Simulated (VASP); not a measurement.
# TiC (Cm) in VASP: single point with PBEsol

Aim: the single point of TiC with PBEsol.

All numbers are computed with VASP 6.6.1; they aren't measurements. Logs are shortened: lines on timing, memory, paths and dates and some standing lists are left out, and cuts for length are marked.

## 1. The cell of the first run

The structure is monoclinic, space group Cm (No. 8). Conventional cell: a = 4.438 Å, b = 4.233 Å, c = 3.093 Å, α = 90.00°, β = 132.72°, γ = 90.00°. Within 2.7 Å of Ti (site symmetry m) lie 6 C at 2.01 to 2.42 Å. C (site symmetry m) has 6 Ti at 2.01 to 2.42 Å within 2.7 Å.

## 2. Single point, PBEsol (strained and its atoms moved)

File INCAR:

```
SYSTEM = TiC
ALGO     = Normal         ! electronic algorithm
EDIFF    = 1E-6           ! SCF threshold, eV
ENCUT    = 520            ! plane-wave cutoff, eV
GGA      = PS             ! functional
ISIF     = 2              ! what is computed and relaxed
ISMEAR   = 0              ! smearing method
LASPH    = .TRUE.         ! aspherical terms in the spheres
LCHARG   = .FALSE.        ! write CHGCAR
LREAL    = .FALSE.        ! projectors in reciprocal space
LWAVE    = .FALSE.        ! write WAVECAR
NBANDS   = 15             ! bands
NELM     = 60             ! most SCF steps
PREC     = Accurate       ! precision mode
SIGMA    = 0.1            ! smearing width, eV
```

File KPOINTS:

```
k-points
0
G
  14 14 14
  0 0 0
```

File POSCAR:

```
TiC
1.0
    0.0595749200      2.2746453200      2.1166516800
    2.2183380400      0.0595749200      2.1166516800
    2.2779129600      2.3342202400      0.0000000000
Ti C
1 1
Direct
   -0.0219780728      0.0219780728      0.0241801505
    0.5219780728      0.4780219272      0.4758198495
```

Potentials or basis: VASP PAW PBE potentials, release 64 (Ti_sv, C).

Run with:

```
$ cat potpaw_PBE.64/Ti_sv/POTCAR potpaw_PBE.64/C/POTCAR > POTCAR
$ mpirun -np 1 vasp_std > vasp.out
```

OUTCAR:

```text
SYSTEM = TiC
   EDIFF = 1E-6
   ENCUT = 520
   GGA = PS
   ISIF = 2
   ISMEAR = 0
   LASPH = .TRUE.
   LREAL = .FALSE.
   NELM = 60
   PREC = Accurate

 ion  position               nearest neighbor table
   1  0.978  0.022  0.024-   2 2.01   2 2.13   2 2.13   2 2.26   2 2.31   2 2.42
   2  0.522  0.478  0.476-   1 2.01   1 2.13   1 2.13   1 2.26   1 2.31   1 2.42

  LATTYP: Found a base centered monoclinic cell.
 ALAT       =     4.4382757151
 B/A-ratio  =     0.9538171199
 C/A-ratio  =     0.6968975823
 COS(beta)  =    -0.6784685791

  Lattice vectors:

 A1 = (   2.2183380400,   0.0595749200,   2.1166516800)
 A2 = (   2.2183380400,   0.0595749200,  -2.1166516800)
 A3 = (  -2.1587631200,   2.2150704000,   0.0000000000)

Analysis of symmetry for initial positions (statically):
=====================================================================
 Subroutine PRICEL returns:
 Original cell was already a primitive cell.

 Routine SETGRP: Setting up the symmetry group for a
 base centered monoclinic supercell.

 Subroutine GETGRP returns: Found  2 space group operations
 (whereof  2 operations were pure point group operations)
 out of a pool of  4 trial point group operations.

The static configuration has the point symmetry C_1h.

Analysis of symmetry for dynamics (positions and initial velocities):
=====================================================================
 Subroutine PRICEL returns:
 Original cell was already a primitive cell.

 Routine SETGRP: Setting up the symmetry group for a
 base centered monoclinic supercell.

 Subroutine GETGRP returns: Found  2 space group operations
 (whereof  2 operations were pure point group operations)
 out of a pool of  4 trial point group operations.

The dynamic configuration has the point symmetry C_1h.

 Subroutine INISYM returns: Found  2 space group operations
 (whereof  2 operations are pure point group operations),
 and found     1 'primitive' translations

----------------------------------------------------------------------------------------

                                     Primitive cell

  volume of cell :      21.3459

  direct lattice vectors                    reciprocal lattice vectors
     0.059574920  2.274645320  2.116651680    -0.231460027  0.225876627  0.236222145
     2.218338040  0.059574920  2.116651680     0.231460027 -0.225876627  0.236222145
     2.277912960  2.334220240  0.000000000     0.219645192  0.214061793 -0.236222145

  length of vectors
     3.107696066  3.066722545  3.261513695     0.400493316  0.400493316  0.387127064
[... 86 lines left out ...]
   NFREE  =      0    steps in history (QN), initial steepest desc. (CG)
   ISIF   =      2    stress and relaxation
   ISYM   =      2    0-nonsym 1-usesym 2-fastsym
   POTIM  = 0.5000    time-step for ionic-motion
   TEBEG  =    0.0;   TEEND  =   0.0 temperature during run
   PSTRESS=    0.0 pullay stress
   NELECT =      16.0000    total number of electrons
   NUPDOWN=      -1.0000    fix difference up-down
   EMIN   =  10.00;   EMAX   =-10.00  energy-range for DOS
   EFERMI =   0.00;   METHOD = LEGACY
   ISMEAR =     0;   SIGMA  =   0.10  broadening in eV -4-tet -1-fermi 0-gaus
   EFERMI_NEDOS =   21; number of points for ismear=-14 and -15
   IALGO  =     38    algorithm
   IMIX   =      4    mixing-type and parameters
     AMIX     =   0.40;   BMIX     =  1.00
     AMIX_MAG =   1.60;   BMIX_MAG =  1.00
  volume/ion in A,a.u.               =      10.67        72.02
  Fermi-wavevector in a.u.,A,eV,Ry     =   1.487110  2.810230 30.089230  2.211496
  Thomas-Fermi vector in A             =   2.600312
   LORBIT       =      0    0 simple, 1 ext, 2 COOP (PROOUT), +10 PAW based schemes
   GGA     = PS    functional components
   LHFCALC =     F    Hartree Fock is set to
   AEXX    =    0.0000 exact exchange contribution
   IVDW    =     0    specifies the selected vdW correction
   LEPSILON=     F    determine dielectric tensor
   LRPA    =     F    only Hartree local field effects (RPA)
 non-spin polarized calculation
 Gauss-broadening in eV      SIGMA  =   0.10
  energy-cutoff  :      520.00
  volume of cell :       21.35
 maximum number of plane-waves:       588
   NGX = 11   NGY = 11   NGZ = 13

 number of electron      16.0000001 magnetization

 Free energy of the ion-electron system (eV)
  ---------------------------------------------------
  ext. energy  EPLUGINS =         0.00000000
  ---------------------------------------------------
  free energy    TOTEN  =       -19.48572823 eV

  energy without entropy =      -19.48440518  energy(sigma->0) =      -19.48506671

 E-fermi :   8.8010     XC(G=0): -12.5795

 val. band max:        8.7649588839   @ k =  -0.0000   0.5000   0.5000
 cond. band min:       8.8044479119   @ k =   0.4286   0.3571   0.0714
 fundamental gap:      0.0394890280
 Fermi energy:         8.8009845210

 k-point     1 :       0.0000    0.0000    0.0000
  band No.  band energies     occupation
      1     -47.7124      2.00000
      2     -23.9233      2.00000
      3     -23.8616      2.00000
      4     -23.8247      2.00000
      5      -3.3743      2.00000
      6       8.3540      2.00000
      7       8.7235      1.72654
      8       8.9516      0.03322
      9       9.4276      0.00000
     10      10.3277      0.00000
     11      11.1006      0.00000
     12      11.3929      0.00000
     13      12.2499      0.00000
     14      18.4314      0.00000
[... 401 lines left out ...]
      2     -24.0709      2.00000
      3     -23.9767      2.00000
      4     -23.8983      2.00000
      5      -1.8581      2.00000
      6       5.5916      2.00000
      7       6.8204      2.00000
      8       7.5460      2.00000
      9       9.4643      0.00000
     10      10.6863      0.00000
     11      12.0509      0.00000
     12      13.4965      0.00000
     13      15.0498      0.00000
     14      20.3822      0.00000
     15      22.3402      0.00000

 [... further k-points ...]
[... 5 lines left out ...]
  --------------------------------------------------------------------------------------
  -------------------------------------------------------------------------------------
  Total       -1.0924505     -3.1893527     -0.2252874     -1.0060941      0.0000000      0.0000000
  in kB      -81.9968400   -239.3855321    -16.9095563    -75.5151270      0.0000000      0.0000000
  external PRESSURE =    -112.7639761 kB  Pullay stress =       0.0000000 kB

 VOLUME and BASIS-vectors are now :
 -----------------------------------------------------------------------------
  energy-cutoff  :      520.00
  volume of cell :       21.35
      direct lattice vectors                 reciprocal lattice vectors
     0.059574920  2.274645320  2.116651680    -0.231460027  0.225876627  0.236222145
     2.218338040  0.059574920  2.116651680     0.231460027 -0.225876627  0.236222145
     2.277912960  2.334220240  0.000000000     0.219645192  0.214061793 -0.236222145

 POSITION                                       TOTAL-FORCE (eV/Angst)
 -----------------------------------------------------------------------------------
      0.16210      2.28240      2.11665        -1.476780     -0.130649      0.000000
      2.17539      2.32646      2.11665         1.476780      0.130649      0.000000
 -----------------------------------------------------------------------------------
    total drift:                                0.000097     -0.000101      0.000000

  FREE ENERGIE OF THE ION-ELECTRON SYSTEM (eV)
  ---------------------------------------------------
  free  energy   TOTEN  =       -19.4857282313 eV

  energy  without entropy=      -19.4844051821  energy(sigma->0) =      -19.48506671
```

It took 2.5 min on 1 thread of Intel Xeon Platinum 8259CL at 2.50GHz (Skylake/Cascade Lake), shared host; peak memory 0.34 GiB.

Results:

- Free energy: -19.4857 eV
- Pressure: -11.3 GPa
- Largest force: 1.483 eV/Å
- Band gap on the k mesh: zero (bands 8 and 9 overlap by 0.84 eV)

Forces on the atoms (eV/Å):
```
Ti  -1.477 -0.131  0.000
C    1.477  0.131  0.000
```

Stress tensor (GPa, compression positive):
```
 -8.20  -7.55   0.00
 -7.55 -23.94   0.00
  0.00   0.00  -1.69
```

Caveat: the cell differs from its parent crystal (strained and its atoms moved); the stress differs along the axes, from -24 to -2 GPa; the PAW data sets were made with another functional, which shifts forces and pressure a little.

The gap in the log of VASP goes by the Fermi energy; the results here count the filled bands.